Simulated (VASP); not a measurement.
Crystal: CdBiO4.

```
Cd Bi O
1.0
     3.00588    0.00000    0.00000
     0.00000    3.00588    0.00000
     0.00000    0.00000   10.51276
Cd Bi O
1 1 4
Direct
  0.00000 0.00000 0.00000
  0.50000 0.50000 0.50000
  0.50000 0.50000 0.17034
  0.00000 0.00000 0.65261
  0.00000 0.00000 0.34739
  0.50000 0.50000 0.82966
```

The cell was generated, and may not be a known phase.

| Item | Value |
| --- | --- |
| Program | VASP 6.6.1 |
| Task | relaxation of cell and atoms |
| Functional | PBE |
| Potentials or basis | VASP PAW PBE potentials, release 64 (Cd, Bi_d, O) |
| Cutoff | 600 eV |
| k mesh | 6 × 6 × 2 |
| Occupations | gaussian, width 0.1 eV |
| Spin | no spin polarisation |

At the start: pressure -11.7 GPa; volume 15.83 Å³/atom.

Task: Where does the relaxation end?

Result: Over 20 steps the energy falls by 910.2 meV/atom and the volume is 12.99 Å³/atom (-17.9 %); space group P4/mmm (No. 123, to 0.1 Å) before and after.

Step by step:
```tsv
step	energy change (eV)	largest force (eV/Å)	pressure (GPa)	volume (Å³)
1	0.0000	2.6339	-11.75	94.99
2	-2.5450	1.3186	-1.05	79.41
3	-2.7799	0.9456	6.25	74.83
4	-2.7841	0.8851	7.45	74.24
5	-3.4306	0.9476	1.20	78.24
6	-4.4304	1.1436	-13.41	88.65
7	-4.3978	1.2462	-11.22	86.15
8	-4.6402	1.0432	-10.61	85.46
9	-4.7533	0.8672	-9.17	84.70
10	-4.7677	1.1593	-8.35	84.37
11	-4.9519	1.5464	-5.40	81.75
12	-5.1590	1.9205	3.42	76.12
13	-5.3088	1.1296	4.00	75.29
14	-5.3791	0.1710	6.03	73.96
15	-5.4370	0.4543	1.86	76.18
16	-5.4452	0.6291	-0.25	77.45
17	-5.4587	0.1866	-0.16	77.90
18	-5.4596	0.0899	-0.10	78.04
19	-5.4604	0.0662	-0.04	78.02
20	-5.4611	0.0298	0.16	77.94
```

Final structure:
```xyz
6
Lattice="3.3485 0.0000 0.0000 0.0000 3.3485 0.0000 0.0000 0.0000 6.9517" Properties=species:S:1:pos:R:3 pbc="T T T"
Cd    0.0000    3.3485    0.0000
Bi    1.6742    1.6742    3.4758
O     1.6742    1.6742    0.7417
O     0.0000    0.0000    4.6218
O     0.0000    0.0000    2.3299
O     1.6742    1.6742    6.2099
```

Caveat: the volume moved by over 15 % at a fixed basis, so the end points are rough; an odd number of electrons without spin polarisation forces a metal; a magnetic or distorted state may lie lower.
